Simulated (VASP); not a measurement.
# Na (Im-3m) in VASP: further runs

Runs on Na. Level: PBEsol. Tasks: single point, relaxation of cell and atoms.

Everything below comes from runs of VASP 6.6.1. Logs are shortened: lines on timing, memory, paths and dates and some standing lists are left out, and cuts for length are marked.

### 1 The cell of the first run

The structure is cubic, space group Im-3m (No. 229). The conventional cell has a = 4.169 Å, b = 4.169 Å, c = 4.169 Å, α = 90.00°, β = 90.00°, γ = 90.00°. Na (site symmetry m-3m) has 14 Na at 3.61 to 4.17 Å within 4.7 Å.

### 2 Single point, PBEsol

Contents of INCAR:

```
SYSTEM = Na
PREC = Accurate
ENCUT = 520
EDIFF = 1E-7
ISMEAR = -1
SIGMA = 0.05
LREAL = .False.
LASPH = .True.
NELM = 80
ALGO = Normal
ISIF = 2
LWAVE = .False.
LCHARG = .False.
GGA = PS
NBANDS = 10
```

Contents of KPOINTS:

```
Automatic mesh
0
Gamma
  7 7 7
  0 0 0
```

Contents of POSCAR:

```
Na
1.0
   -2.0846810514      2.0846810514      2.0846810514
    2.0846810514     -2.0846810514      2.0846810514
    2.0846810514      2.0846810514     -2.0846810514
Na
1
Direct
    0.0000000000      0.0000000000      0.0000000000
```

Potentials or basis: VASP PAW PBE potentials, release 64 (Na_pv).

Command:

```sh
cat potpaw_PBE.64/Na_pv/POTCAR > POTCAR
mpirun -np 1 vasp_std > vasp.out
```

OUTCAR:

```text
SYSTEM = Na
   PREC = Accurate
   ENCUT = 520
   EDIFF = 1E-7
   ISMEAR = -1
   LREAL = .False.
   LASPH = .True.
   NELM = 80
   ISIF = 2
   GGA = PS

 ion  position               nearest neighbor table
   1  0.000  0.000  0.000-

  LATTYP: Found a body centered cubic cell.
 ALAT       =     4.1693621028

  Lattice vectors:

 A1 = (  -2.0846810514,   2.0846810514,   2.0846810514)
 A2 = (   2.0846810514,  -2.0846810514,   2.0846810514)
 A3 = (   2.0846810514,   2.0846810514,  -2.0846810514)

Analysis of symmetry for initial positions (statically):
=====================================================================
 Subroutine PRICEL returns:
 Original cell was already a primitive cell.

 Routine SETGRP: Setting up the symmetry group for a
 body centered cubic supercell.

 Subroutine GETGRP returns: Found 48 space group operations
 (whereof 48 operations were pure point group operations)
 out of a pool of 48 trial point group operations.

The static configuration has the point symmetry O_h .

Analysis of symmetry for dynamics (positions and initial velocities):
=====================================================================
 Subroutine PRICEL returns:
 Original cell was already a primitive cell.

 Routine SETGRP: Setting up the symmetry group for a
 body centered cubic supercell.

 Subroutine GETGRP returns: Found 48 space group operations
 (whereof 48 operations were pure point group operations)
 out of a pool of 48 trial point group operations.

The dynamic configuration has the point symmetry O_h .

 Subroutine INISYM returns: Found 48 space group operations
 (whereof 48 operations are pure point group operations),
 and found     1 'primitive' translations

----------------------------------------------------------------------------------------

                                     Primitive cell

  volume of cell :      36.2392

  direct lattice vectors                    reciprocal lattice vectors
    -2.084681051  2.084681051  2.084681051     0.000000000  0.239844843  0.239844843
     2.084681051 -2.084681051  2.084681051     0.239844843  0.000000000  0.239844843
     2.084681051  2.084681051 -2.084681051     0.239844843  0.239844843  0.000000000

  length of vectors
     3.610773499  3.610773499  3.610773499     0.339191830  0.339191830  0.339191830

  position of ions in fractional coordinates (direct lattice)
     0.000000000  0.000000000  0.000000000

  ion indices of the primitive-cell ions
   primitive index   ion index
                 1           1

----------------------------------------------------------------------------------------

 KPOINTS: Automatic mesh

Automatic generation of k-mesh.
 Grid dimensions read from file:
 generate k-points for:    7    7    7

 Generating k-lattice:

  Cartesian coordinates                     Fractional coordinates (reciprocal lattice)
     0.000000000  0.034263549  0.034263549     0.142857143  0.000000000  0.000000000
     0.034263549  0.000000000  0.034263549     0.000000000  0.142857143  0.000000000
     0.034263549  0.034263549  0.000000000     0.000000000  0.000000000  0.142857143

  Length of vectors
     0.048455976  0.048455976  0.048455976

  Shift w.r.t. Gamma in fractional coordinates (k-lattice)
     0.000000000  0.000000000  0.000000000

 Subroutine IBZKPT returns following result:
 ===========================================

 Found     20 irreducible k-points:

 Following reciprocal coordinates:
            Coordinates               Weight
  0.000000  0.000000  0.000000      1.000000
  0.142857  0.000000  0.000000     12.000000
  0.285714  0.000000  0.000000     12.000000
  0.428571  0.000000  0.000000     12.000000
  0.142857  0.142857  0.000000     24.000000
  0.285714  0.142857  0.000000     48.000000
[... 12 lines left out ...]
 -0.428571 -0.428571  0.285714      8.000000
 -0.428571  0.428571  0.428571      6.000000
   k-points           NKPTS =     20   k-points in BZ     NKDIM =     20   number of bands    NBANDS=     10
   number of dos      NEDOS =    301   number of ions     NIONS =      1
   total plane-waves  NPLWV =  21952
   dimension x,y,z NGX =    28 NGY =   28 NGZ =   28
   dimension x,y,z NGXF=    56 NGYF=   56 NGZF=   56
   ions per type =               1
   NGX,Y,Z   is equivalent  to a cutoff of  12.89, 12.89, 12.89 a.u.
   NGXF,Y,Z  is equivalent  to a cutoff of  25.78, 25.78, 25.78 a.u.
 SYSTEM =  Na
   PREC   = accura    normal or accurate (medium, high low for compatibility)
   ISTART =      0    job   : 0-new  1-cont  2-samecut
   ICHARG =      2    charge: 1-file 2-atom 10-const
   ISPIN  =      1    spin polarized calculation?
   LNONCOLLINEAR =      F non collinear calculations
   LSORBIT =      F    spin-orbit coupling
   LASPH  =      T    aspherical Exc in radial PAW
   ENCUT  =  520.0 eV  38.22 Ry    6.18 a.u.   6.71  6.71  6.71*2*pi/ulx,y,z
   NELM   =     80;   NELMIN=  2; NELMDL= -5     # of ELM steps
   EDIFF  = 0.1E-06   stopping-criterion for ELM
   LREAL  =      F    real-space projection
   EDIFFG = 0.1E-05   stopping-criterion for IOM
   NSW    =      0    number of steps for IOM
   IBRION =     -1    ionic relax: 0-MD 1-quasi-New 2-CG
   NFREE  =      0    steps in history (QN), initial steepest desc. (CG)
   ISIF   =      2    stress and relaxation
   ISYM   =      2    0-nonsym 1-usesym 2-fastsym
   POTIM  = 0.5000    time-step for ionic-motion
   TEBEG  =    0.0;   TEEND  =   0.0 temperature during run
   PSTRESS=    0.0 pullay stress
   NELECT =       7.0000    total number of electrons
   NUPDOWN=      -1.0000    fix difference up-down
   EMIN   =  10.00;   EMAX   =-10.00  energy-range for DOS
   EFERMI =   0.00;   METHOD = LEGACY
   ISMEAR =    -1;   SIGMA  =   0.05  broadening in eV -4-tet -1-fermi 0-gaus
   EFERMI_NEDOS =   21; number of points for ismear=-14 and -15
   IALGO  =     38    algorithm
   IMIX   =      4    mixing-type and parameters
     AMIX     =   0.40;   BMIX     =  1.00
     AMIX_MAG =   1.60;   BMIX_MAG =  1.00
  volume/ion in A,a.u.               =      36.24       244.55
  Fermi-wavevector in a.u.,A,eV,Ry     =   0.946342  1.788326 12.184864  0.895562
  Thomas-Fermi vector in A             =   2.074330
   LORBIT       =      0    0 simple, 1 ext, 2 COOP (PROOUT), +10 PAW based schemes
   GGA     = PS    functional components
   LHFCALC =     F    Hartree Fock is set to
   AEXX    =    0.0000 exact exchange contribution
   IVDW    =     0    specifies the selected vdW correction
   LEPSILON=     F    determine dielectric tensor
   LRPA    =     F    only Hartree local field effects (RPA)
 non-spin polarized calculation
  energy-cutoff  :      520.00
  volume of cell :       36.24
 maximum number of plane-waves:       989
   NGX = 13   NGY = 13   NGZ = 13

 number of electron       6.9999995 magnetization

 Free energy of the ion-electron system (eV)
  ---------------------------------------------------
  ext. energy  EPLUGINS =         0.00000000
  ---------------------------------------------------
  free energy    TOTEN  =        -1.40320759 eV

  energy without entropy =       -1.39838374  energy(sigma->0) =       -1.40079567

 E-fermi :   0.3152     XC(G=0):  -6.5612

 val. band max:        0.2323594669   @ k =  -0.2857   0.4286   0.1429
 cond. band min:       0.5695220275   @ k =  -0.4286   0.4286   0.1429
 fundamental gap:      0.3371625606
 Fermi energy:         0.3151593727

 k-point     1 :       0.0000    0.0000    0.0000
  band No.  band energies     occupation
      1     -24.3968      2.00000
      2     -24.3968      2.00000
      3     -24.3968      2.00000
      4      -2.9554      2.00000
      5      12.2509      0.00000
      6      12.2509      0.00000
      7      12.2509      0.00000
      8      13.2689      0.00000
      9      13.2689      0.00000
     10      13.8207      0.00000

 k-point     2 :       0.1429    0.0000    0.0000
  band No.  band energies     occupation
      1     -24.4042      2.00000
      2     -24.3993      2.00000
      3     -24.3968      2.00000
      4      -2.5909      2.00000
      5       9.1529      0.00000
      6      10.7969      0.00000
      7      11.3012      0.00000
      8      11.6977      0.00000
      9      12.4607      0.00000
     10      14.3307      0.00000

 k-point     3 :       0.2857    0.0000    0.0000
  band No.  band energies     occupation
      1     -24.4208      2.00000
      2     -24.4049      2.00000
      3     -24.3968      2.00000
      4      -1.5132      2.00000
      5       5.6335      0.00000
      6       9.4428      0.00000
      7      10.2778      0.00000
      8      10.4579      0.00000
      9      11.6104      0.00000
     10      15.2086      0.00000

 k-point     4 :       0.4286    0.0000    0.0000
  band No.  band energies     occupation
      1     -24.4340      2.00000
      2     -24.4093      2.00000
      3     -24.3967      2.00000
      4       0.2284      1.70016
      5       2.6698      0.00000
      6       8.7522      0.00000
      7       9.7488      0.00000
      8       9.8388      0.00000
      9      11.0062      0.00000
     10      16.4027      0.00000

 k-point     5 :       0.1429    0.1429    0.0000
  band No.  band energies     occupation
      1     -24.4156      2.00000
      2     -24.4022      2.00000
      3     -24.3985      2.00000
      4      -1.8698      2.00000
      5       7.2564      0.00000
      6       7.9357      0.00000
      7      10.1613      0.00000
      8      11.9102      0.00000
      9      12.8481      0.00000
     10      14.7871      0.00000

 k-point     6 :       0.2857    0.1429    0.0000
  band No.  band energies     occupation
      1     -24.4281      2.00000
      2     -24.4089      2.00000
      3     -24.3992      2.00000
      4      -0.4586      2.00000
      5       4.2954      0.00000
      6       6.7000      0.00000
      7       9.2455      0.00000
      8      11.3632      0.00000
      9      13.4376      0.00000
     10      14.3594      0.00000
[... 131 lines left out ...]
 k-point    17 :      -0.2857    0.2857    0.2857
  band No.  band energies     occupation
      1     -24.4198      2.00000
      2     -24.4136      2.00000
      3     -24.4136      2.00000
      4      -0.1109      1.99960
      5       6.5059      0.00000
      6       6.7127      0.00000
      7       6.7127      0.00000
      8       8.6379      0.00000
      9      14.0858      0.00000
     10      15.0376      0.00000

 k-point    18 :      -0.4286    0.4286    0.2857
  band No.  band energies     occupation
      1     -24.4278      2.00000
      2     -24.4185      2.00000
      3     -24.4143      2.00000
      4       1.5796      0.00000
      5       3.9534      0.00000
      6       6.0976      0.00000
      7       6.7149      0.00000
      8       8.9623      0.00000
      9      11.6043      0.00000
     10      14.9982      0.00000

 k-point    19 :      -0.4286   -0.4286    0.2857
  band No.  band energies     occupation
      1     -24.4255      2.00000
      2     -24.4255      2.00000
      3     -24.4156      2.00000
      4       3.3125      0.00000
      5       3.3125      0.00000
      6       4.3814      0.00000
      7       7.9543      0.00000
      8       7.9543      0.00000
      9      10.1183      0.00000
     10      15.2796      0.00000

 k-point    20 :      -0.4286    0.4286    0.4286
  band No.  band energies     occupation
      1     -24.4248      2.00000
      2     -24.4236      2.00000
      3     -24.4236      2.00000
      4       3.2063      0.00000
      5       5.0982      0.00000
      6       5.4885      0.00000
      7       5.4885      0.00000
      8       6.6709      0.00000
      9       9.1715      0.00000
     10      18.4648      0.00000

------------------------ aborting loop because EDIFF is reached ----------------------------------------

  FORCE on cell =-STRESS in cart. coord.  units (eV):
  Direction    XX          YY          ZZ          XY          YZ          ZX
  --------------------------------------------------------------------------------------
  -------------------------------------------------------------------------------------
  Total        0.0018579      0.0018579      0.0018579      0.0000000     -0.0000000     -0.0000000
  in kB        0.0821378      0.0821378      0.0821378      0.0000000     -0.0000000     -0.0000000
  external PRESSURE =       0.0821378 kB  Pullay stress =       0.0000000 kB

 VOLUME and BASIS-vectors are now :
 -----------------------------------------------------------------------------
  energy-cutoff  :      520.00
  volume of cell :       36.24
      direct lattice vectors                 reciprocal lattice vectors
    -2.084681051  2.084681051  2.084681051     0.000000000  0.239844843  0.239844843
     2.084681051 -2.084681051  2.084681051     0.239844843  0.000000000  0.239844843
     2.084681051  2.084681051 -2.084681051     0.239844843  0.239844843  0.000000000

 POSITION                                       TOTAL-FORCE (eV/Angst)
 -----------------------------------------------------------------------------------
      0.00000      0.00000      0.00000        -0.000000      0.000000      0.000000
 -----------------------------------------------------------------------------------
    total drift:                               -0.000000     -0.000000     -0.000000

  FREE ENERGIE OF THE ION-ELECTRON SYSTEM (eV)
  ---------------------------------------------------
  free  energy   TOTEN  =        -1.4032075900 eV

  energy  without entropy=       -1.3983837404  energy(sigma->0) =       -1.40079567
```

It took 2.7 s on 1 thread of Intel Xeon 6975P-C (Granite Rapids), shared host; peak memory 0.14 GiB.

What came out:

```
Free energy : -1.4032 eV
Pressure    : 0.0 GPa
```

Levels at points of the mesh, in eV from the Fermi level:
```csv
k point,band 1,band 2,band 3,band 4,band 5,band 6,band 7,band 8,band 9
"(0.00, 0.00, 0.00)",-24.71,-24.71,-24.71,-3.27,11.94,11.94,11.94,12.95,12.95
```

Caveat: the PAW data sets were made with another functional, which shifts forces and pressure a little.

### 3 Relaxation of cell and atoms, PBEsol

This run uses another cell than the first one, of 39.26 Å³/atom, 1.083 times its volume.

Contents of INCAR:

```
SYSTEM = Na
ALGO = Normal
EDIFF = 1E-7
EDIFFG = -0.02
ENCUT = 600
GGA = PS
IBRION = 2
ISIF = 3
ISMEAR = -1
LASPH = .True.
LCHARG = .False.
LREAL = .False.
LWAVE = .False.
NELM = 60
NSW = 60
PREC = Accurate
SIGMA = 0.05
```

Contents of KPOINTS:

```
k-points
0
Gamma
  7 7 7
  0 0 0
```

Contents of POSCAR:

```
Na
1.0
   -2.1410000000      2.1410000000      2.1410000000
    2.1410000000     -2.1410000000      2.1410000000
    2.1410000000      2.1410000000     -2.1410000000
Na
1
Direct
    0.0000000000      0.0000000000      0.0000000000
```

Potentials or basis: VASP PAW PBE potentials, release 64 (Na_pv).

Command:

```sh
cat potpaw_PBE.64/Na_pv/POTCAR > POTCAR
mpirun -np 1 vasp_std > vasp.out
```

Wall time 6.5 s (1 thread of Intel Xeon 6975P-C (Granite Rapids), shared host); peak memory 0.15 GiB.

The run converged. Its results:

```yaml
Free_energy: -1.4036 eV
Relaxed_volume: 36.29 Å³/atom
Relaxed_cell: a = 3.612 Å, b = 3.612 Å, c = 3.612 Å, α = 109.47°, β = 109.47°, γ = 109.47°
Space_group_after_relaxing_to_0.05_Å: Im-3m (No. 229)
Energy_gained_by_relaxing: 5.6 meV/atom
Ionic_steps: 3
Pressure_after_relaxing: 0.0 GPa
```

Step by step:
```
step  energy change (eV)  largest force (eV/Å)  pressure (GPa)  volume (Å³)
   1              0.0000                0.0000           -0.55        39.26
   2             -0.0023                0.0000           -0.44        38.50
   3             -0.0056                0.0000           -0.04        36.29
```

Final structure:
```yaml
crystal:
  lattice:
    - [-2.08565, 2.08565, 2.08565]
    - [2.08565, -2.08565, 2.08565]
    - [2.08565, 2.08565, -2.08565]
  atoms:
    - { symbol: Na, position: [0.00000, 0.00000, 0.00000] }
```

Levels at points of the mesh, in eV from the Fermi level:
```tsv
k point	band 2	band 3	band 4	band 5	band 6	band 7
(0.00, 0.00, 0.00)	-24.71	-24.71	-3.27	11.93	11.93	11.93
```

Caveat: the PAW data sets were made with another functional, which shifts forces and pressure a little.
